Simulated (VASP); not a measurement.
# HgTe (I-4m2) in VASP: further runs, part 2 of 2

VASP 6.6.1. The steps go on from the part before.

## Step 4: Single point, PBEsol (volume scaled by 1.02)

Contents of INCAR:

```
SYSTEM = HgTe
ALGO = Normal
EDIFF = 1E-6
ENCUT = 520
GGA = PS
ISIF = 2
ISMEAR = -1
LASPH = .TRUE.
LCHARG = .FALSE.
LREAL = .FALSE.
LWAVE = .FALSE.
NBANDS = 16
NELM = 60
PREC = Accurate
SIGMA = 0.05
```

Contents of KPOINTS:

```
k-points
0
G
  10 10 10
  0 0 0
```

Contents of POSCAR:

```
HgTe
1.0
   -3.0657731441      3.0657731441      1.5697375195
    3.0657731441     -3.0657731441      1.5697375195
    3.0657731441      3.0657731441     -1.5697375195
Hg Te
1 1
Direct
    0.7500000000      0.2500000000      0.5000000000
    0.0000000000      0.0000000000      0.0000000000
```

Potentials or basis: VASP PAW PBE potentials, release 64 (Hg, Te).

Started as:

```
$ cat potpaw_PBE.64/Hg/POTCAR potpaw_PBE.64/Te/POTCAR > POTCAR
$ mpirun -np 1 vasp_std > vasp.out
```

OUTCAR:

```text
SYSTEM = HgTe
   EDIFF = 1E-6
   ENCUT = 520
   GGA = PS
   ISIF = 2
   ISMEAR = -1
   LASPH = .TRUE.
   LREAL = .FALSE.
   NELM = 60
   PREC = Accurate

 ion  position               nearest neighbor table
   1  0.750  0.250  0.500-   2 3.16   2 3.16   2 3.16   2 3.16
   2  0.000  0.000  0.000-   1 3.16   1 3.16   1 3.16   1 3.16

  LATTYP: Found a body centered tetragonal cell.
 ALAT       =     6.1315462882
 C/A-ratio  =     0.5120201156

  Lattice vectors:

 A1 = (  -3.0657731441,   3.0657731441,   1.5697375195)
 A2 = (   3.0657731441,  -3.0657731441,   1.5697375195)
 A3 = (   3.0657731441,   3.0657731441,  -1.5697375195)

Analysis of symmetry for initial positions (statically):
=====================================================================
 Subroutine PRICEL returns:
 Original cell was already a primitive cell.

 Routine SETGRP: Setting up the symmetry group for a
 body centered tetragonal supercell.

 Subroutine GETGRP returns: Found  8 space group operations
 (whereof  8 operations were pure point group operations)
 out of a pool of 16 trial point group operations.

The static configuration has the point symmetry D_2d.

[... 155 lines left out ...]
  ---------------------------------------------------
  free energy    TOTEN  =        -4.02169505 eV

  energy without entropy =       -4.01168635  energy(sigma->0) =       -4.01669070

 E-fermi :   4.0093     XC(G=0):  -9.8992

 val. band max:        3.9957906082   @ k =   0.2000   0.1000   0.0000
 cond. band min:       4.0473343760   @ k =  -0.4000   0.5000   0.1000
 fundamental gap:      0.0515437678
 Fermi energy:         4.0092649774

 k-point     1 :       0.0000    0.0000    0.0000
  band No.  band energies     occupation
      1      -8.2660      2.00000
      2      -3.2643      2.00000
      3      -2.5749      2.00000
      4      -2.5021      2.00000
      5      -2.0922      2.00000
      6      -2.0922      2.00000
[... 433 lines left out ...]
      3      -2.6163      2.00000
      4      -2.4211      2.00000
      5      -2.3507      2.00000
      6      -2.3373      2.00000
[... 8 lines left out ...]
     15      13.8257      0.00000
     16      15.0119      0.00000

 [... further k-points ...]
[... 5 lines left out ...]
  --------------------------------------------------------------------------------------
  -------------------------------------------------------------------------------------
  Total       -1.9125564     -1.9125564     -0.4710206      0.0000000      0.0000000      0.0000000
  in kB      -51.9227593    -51.9227593    -12.7874340      0.0000000      0.0000000      0.0000000
  external PRESSURE =     -38.8776509 kB  Pullay stress =       0.0000000 kB

 VOLUME and BASIS-vectors are now :
 -----------------------------------------------------------------------------
  energy-cutoff  :      520.00
  volume of cell :       59.02
      direct lattice vectors                 reciprocal lattice vectors
    -3.065773144  3.065773144  1.569737520     0.000000000  0.163090997  0.318524590
     3.065773144 -3.065773144  1.569737520     0.163090997  0.000000000  0.318524590
     3.065773144  3.065773144 -1.569737520     0.163090997  0.163090997  0.000000000

 POSITION                                       TOTAL-FORCE (eV/Angst)
 -----------------------------------------------------------------------------------
     -0.00000      3.06577      0.78487        -0.000000      0.000000      0.000000
      0.00000      0.00000      0.00000         0.000000     -0.000000     -0.000000
 -----------------------------------------------------------------------------------
    total drift:                               -0.000000      0.000000     -0.000000

  FREE ENERGIE OF THE ION-ELECTRON SYSTEM (eV)
  ---------------------------------------------------
  free  energy   TOTEN  =        -4.0216950496 eV

  energy  without entropy=       -4.0116863513  energy(sigma->0) =       -4.01669070
```

OSZICAR:

```text
N       E                     dE             d eps       ncg     rms          rms(c)
DAV:   1     0.967294695822E+02    0.96729E+02   -0.77917E+03  3264   0.968E+02
DAV:   2    -0.122711759535E+01   -0.97957E+02   -0.90938E+02  3848   0.226E+02
DAV:   3    -0.418835137730E+01   -0.29612E+01   -0.29529E+01  4080   0.392E+01
DAV:   4    -0.420153472781E+01   -0.13183E-01   -0.13182E-01  4104   0.282E+00
DAV:   5    -0.420168994695E+01   -0.15522E-03   -0.15522E-03  4192   0.310E-01    0.717E+00
DAV:   6    -0.402718697863E+01    0.17450E+00   -0.37058E-01  3832   0.739E+00    0.497E+00
DAV:   7    -0.402303113206E+01    0.41558E-02   -0.37550E-02  3840   0.139E+00    0.191E+00
DAV:   8    -0.402171875818E+01    0.13124E-02   -0.34709E-03  3816   0.605E-01    0.262E-01
DAV:   9    -0.402167999567E+01    0.38763E-04   -0.26908E-04  4280   0.155E-01    0.751E-02
DAV:  10    -0.402169153973E+01   -0.11544E-04   -0.22498E-05  3912   0.421E-02    0.373E-02
DAV:  11    -0.402169499499E+01   -0.34553E-05   -0.53144E-06  4200   0.188E-02    0.248E-03
DAV:  12    -0.402169504961E+01   -0.54617E-07   -0.26426E-07  1976   0.377E-03
   1 F= -.40216950E+01 E0= -.40166907E+01  d E =-.100087E-01
```

It took 57 s on 1 thread of Intel Xeon 6975P-C (Granite Rapids), shared host; peak memory 0.27 GiB.

Results:

```yaml
Free_energy: -4.0217 eV
Pressure: -3.9 GPa
Band_gap_on_the_k_mesh: zero (band 9 reaches 5.47 eV, above the bottom of band 10 at 2.18 eV)
```

Levels at points of the mesh, in eV from the Fermi level:
| k point | band 7 | band 8 | band 9 | band 10 | band 11 | band 12 |
| --- | --- | --- | --- | --- | --- | --- |
| (0.00, 0.00, 0.00) | -3.44 | -2.31 | -2.31 | 3.44 | 4.63 | 6.85 |
| (0.50, 0.00, 0.00) | -4.40 | -1.87 | -1.01 | -0.11 | 3.18 | 3.84 |
| (0.50, 0.50, 0.00) | -5.96 | -0.83 | 1.46 | 1.99 | 2.88 | 3.45 |
| (0.50, 0.50, 0.50) | -4.30 | -4.16 | -4.16 | 3.12 | 7.33 | 7.91 |

Caveat: the PAW data sets were made with another functional, which shifts forces and pressure a little; spin-orbit coupling is left out, which moves the levels of the heavy elements.

## Step 5: Single point, PBEsol (volume scaled by 1.04)

Contents of INCAR:

```
SYSTEM = HgTe
PREC = Accurate
ENCUT = 520
EDIFF = 1E-6
ISMEAR = -1
SIGMA = 0.05
LREAL = .FALSE.
LASPH = .TRUE.
NELM = 60
ALGO = Normal
ISIF = 2
LWAVE = .FALSE.
LCHARG = .FALSE.
GGA = PS
NBANDS = 16
```

Contents of KPOINTS:

```
Automatic mesh
0
G
  10 10 10
  0 0 0
```

Contents of POSCAR:

```
HgTe
1.0
   -3.0856813198      3.0856813198      1.5799309059
    3.0856813198     -3.0856813198      1.5799309059
    3.0856813198      3.0856813198     -1.5799309059
Hg Te
1 1
Direct
    0.7500000000      0.2500000000      0.5000000000
    0.0000000000      0.0000000000      0.0000000000
```

Started as:

```
$ cat potpaw_PBE.64/Hg/POTCAR potpaw_PBE.64/Te/POTCAR > POTCAR
$ mpirun -np 1 vasp_std > vasp.out
```

It took 45 s on 1 thread of Intel Xeon 6975P-C (Granite Rapids), shared host; peak memory 0.27 GiB.

Results (log left out):

| Property | Result |
| --- | --- |
| Free energy | -3.9917 eV |
| Pressure | -4.5 GPa |
| Band gap on the k mesh | zero (band 9 reaches 5.21 eV, above the bottom of band 10 at 2.03 eV) |

Stress tensor (GPa, compression positive):
```
-5.66  0.00  0.00
 0.00 -5.66  0.00
 0.00  0.00 -2.09
```

Levels at points of the mesh, in eV from the Fermi level:
| k point | band 5 | band 6 | band 7 | band 8 | band 9 | band 10 | band 11 | band 12 | band 13 | band 14 |
| --- | --- | --- | --- | --- | --- | --- | --- | --- | --- | --- |
| (0.00, 0.00, 0.00) | -6.05 | -6.05 | -3.42 | -2.24 | -2.24 | 3.35 | 4.66 | 6.80 | 6.80 | 9.03 |
| (0.50, 0.00, 0.00) | -6.26 | -6.02 | -4.31 | -1.85 | -0.97 | -0.08 | 3.14 | 3.87 | 5.83 | 8.05 |
| (0.50, 0.50, 0.00) | -6.03 | -6.01 | -5.88 | -0.82 | 1.41 | 2.02 | 2.86 | 3.44 | 8.74 | 10.29 |
| (0.50, 0.50, 0.50) | -6.03 | -6.01 | -4.23 | -4.04 | -4.04 | 3.05 | 7.31 | 7.80 | 7.80 | 11.75 |

Caveat: the PAW data sets were made with another functional, which shifts forces and pressure a little; spin-orbit coupling is left out, which moves the levels of the heavy elements.

## Step 6: Single point, PBEsol (volume scaled by 1.06)

Edit INCAR of step 5 so:

```diff
@@ -3,3 +3,3 @@
 ENCUT = 520
-EDIFF = 1E-6
+EDIFF = 1E-7
 ISMEAR = -1
```

KPOINTS is that of step 5.

Contents of POSCAR:

```
HgTe
1.0
   -3.1053358708      3.1053358708      1.5899944314
    3.1053358708     -3.1053358708      1.5899944314
    3.1053358708      3.1053358708     -1.5899944314
Hg Te
1 1
Direct
    0.7500000000      0.2500000000      0.5000000000
    0.0000000000      0.0000000000      0.0000000000
```

Potentials or basis: VASP PAW PBE potentials, release 64 (Hg, Te).

Started as:

```
$ cat potpaw_PBE.64/Hg/POTCAR potpaw_PBE.64/Te/POTCAR > POTCAR
$ mpirun -np 1 vasp_std > vasp.out
```

OUTCAR:

```text
SYSTEM = HgTe
   PREC = Accurate
   ENCUT = 520
   EDIFF = 1E-7
   ISMEAR = -1
   LREAL = .FALSE.
   LASPH = .TRUE.
   NELM = 60
   ISIF = 2
   GGA = PS

 ion  position               nearest neighbor table
   1  0.750  0.250  0.500-   2 3.21   2 3.21   2 3.21   2 3.21
   2  0.000  0.000  0.000-   1 3.21   1 3.21   1 3.21   1 3.21

  LATTYP: Found a body centered tetragonal cell.
 ALAT       =     6.2106717416
 C/A-ratio  =     0.5120201156

  Lattice vectors:

 A1 = (  -3.1053358708,   3.1053358708,   1.5899944314)
 A2 = (   3.1053358708,  -3.1053358708,   1.5899944314)
 A3 = (   3.1053358708,   3.1053358708,  -1.5899944314)

Analysis of symmetry for initial positions (statically):
=====================================================================
 Subroutine PRICEL returns:
 Original cell was already a primitive cell.

 Routine SETGRP: Setting up the symmetry group for a
 body centered tetragonal supercell.

 Subroutine GETGRP returns: Found  8 space group operations
 (whereof  8 operations were pure point group operations)
 out of a pool of 16 trial point group operations.

[... 160 lines left out ...]

 E-fermi :   3.6020     XC(G=0):  -9.7188

 val. band max:        3.5806269985   @ k =   0.2000   0.1000   0.0000
 cond. band min:       3.6026914022   @ k =  -0.3000  -0.4000   0.1000
 fundamental gap:      0.0220644037
 Fermi energy:         3.6020117095

 k-point     1 :       0.0000    0.0000    0.0000
  band No.  band energies     occupation
      1      -8.4261      2.00000
      2      -3.4881      2.00000
      3      -2.8390      2.00000
      4      -2.7775      2.00000
      5      -2.4061      2.00000
      6      -2.4061      2.00000
[... 433 lines left out ...]
      3      -2.8774      2.00000
      4      -2.7030      2.00000
      5      -2.6457      2.00000
      6      -2.6281      2.00000
[... 8 lines left out ...]
     15      13.2912      0.00000
     16      14.4735      0.00000

 [... further k-points ...]

------------------------ aborting loop because EDIFF is reached ----------------------------------------

  FORCE on cell =-STRESS in cart. coord.  units (eV):
  Direction    XX          YY          ZZ          XY          YZ          ZX
  --------------------------------------------------------------------------------------
  -------------------------------------------------------------------------------------
  Total       -2.3180611     -2.3180611     -1.0774109      0.0000000     -0.0000000      0.0000000
  in kB      -60.5567711    -60.5567711    -28.1461622      0.0000000     -0.0000000      0.0000000
  external PRESSURE =     -49.7532348 kB  Pullay stress =       0.0000000 kB

 VOLUME and BASIS-vectors are now :
 -----------------------------------------------------------------------------
  energy-cutoff  :      520.00
  volume of cell :       61.33
      direct lattice vectors                 reciprocal lattice vectors
    -3.105335871  3.105335871  1.589994431     0.000000000  0.161013179  0.314466510
     3.105335871 -3.105335871  1.589994431     0.161013179  0.000000000  0.314466510
     3.105335871  3.105335871 -1.589994431     0.161013179  0.161013179  0.000000000

 POSITION                                       TOTAL-FORCE (eV/Angst)
 -----------------------------------------------------------------------------------
     -0.00000      3.10534      0.79500        -0.000000     -0.000000      0.000000
      0.00000      0.00000      0.00000         0.000000      0.000000     -0.000000
 -----------------------------------------------------------------------------------
    total drift:                               -0.000000      0.000000     -0.000000

  FREE ENERGIE OF THE ION-ELECTRON SYSTEM (eV)
  ---------------------------------------------------
  free  energy   TOTEN  =        -3.9578618192 eV

  energy  without entropy=       -3.9481828046  energy(sigma->0) =       -3.95302231
```

stdout:

```text
POSCAR found type information on POSCAR HgTe
 POSCAR found :  2 types and       2 ions
 scaLAPACK will be used
 -----------------------------------------------------------------------------
|                                                                             |
|                                                                             |
|     You enforced a specific xc type in the INCAR file but a different       |
|     I HOPE YOU KNOW WHAT YOU ARE DOING!                                     |
|                                                                             |
 -----------------------------------------------------------------------------

 LDA part: xc-table for (Slater+PW92), standard interpolation
 POSCAR, INCAR and KPOINTS ok, starting setup
 FFT: planning ... GRIDC
 FFT: planning ... GRID_SOFT
 FFT: planning ... GRID
 WAVECAR not read
 entering main loop
```

Wall time 51 s (1 thread of Intel Xeon 6975P-C (Granite Rapids), shared host); peak memory 0.27 GiB.

What came out:

| Property | Result |
| --- | --- |
| Free energy | -3.9579 eV |
| Pressure | -5.0 GPa |
| Band gap on the k mesh | zero (band 9 reaches 4.96 eV, above the bottom of band 10 at 1.88 eV) |

Caveat: the PAW data sets were made with another functional, which shifts forces and pressure a little; spin-orbit coupling is left out, which moves the levels of the heavy elements.

## Step 7: Summary

| level | potentials or basis | cell | gap on the mesh (eV) | pressure (GPa) |
| --- | --- | --- | --- | --- |
| PBEsol | VASP PAW PBE potentials, release 64 (Hg, Te) | a = 4.550 Å, angles 96.7, 96.7, 140.2°, 2 atoms | none | -2.4 |
| LDA | VASP PAW LDA potentials, release 64 (Hg, Te) | a = 4.611 Å, angles 96.7, 96.7, 140.2°, 2 atoms | none | -5.3 |
| PBEsol | VASP PAW PBE potentials, release 64 (Hg, Te) | a = 4.611 Å, angles 96.7, 96.7, 140.2°, 2 atoms | none | -3.9 |
| PBEsol | VASP PAW PBE potentials, release 64 (Hg, Te) | a = 4.641 Å, angles 96.7, 96.7, 140.2°, 2 atoms | none | -4.5 |
| PBEsol | VASP PAW PBE potentials, release 64 (Hg, Te) | a = 4.671 Å, angles 96.7, 96.7, 140.2°, 2 atoms | none | -5.0 |

Alike in all rows: task single point; no spin polarisation; k mesh 10 × 10 × 10; cutoff (eV) 520; smearing fermi-dirac 0.05 eV.

Caveats: spin-orbit coupling is left out, which moves the levels of the heavy elements; the PAW data sets were made with another functional, which shifts forces and pressure a little (some runs).

Total energies depend on the potentials used, so only differences within one code and one set of settings carry meaning.
